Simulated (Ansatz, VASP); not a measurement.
Rh: VASP beside Ansatz

```
Rh
1.0
     2.70351    0.00000    0.00000
    -1.35176    2.34131    0.00000
     0.00000    0.00000    4.35688
Rh
2
Cartesian
  0.0000 1.5609 1.0892
  1.3518 0.7804 3.2677
```

Alike in both runs: functional r2SCAN; k mesh 13 × 13 × 7; occupations fermi-dirac, width 0.1 eV; no spin polarisation.

Ansatz relaxed the structure, and its values are those at the end. VASP's run is a single point on that final structure, the one shown.

|  | VASP | Ansatz |
| --- | --- | --- |
| version | VASP 6.6.1 | Ansatz 0.2.0 |
| potentials or method | VASP PAW PBE potentials, release 64 (Rh_sv_GW), cutoff 680 eV | plane waves (500 eV) with PAW, scalar-relativistic |
| valence electrons in the cell | 34 | 34 |

|  | VASP | Ansatz | Ansatz less VASP |
| --- | --- | --- | --- |
| pressure (GPa) | 0.1 | 0.0 | -0.07 |

VASP's potentials were made for PBE, not for r2SCAN.
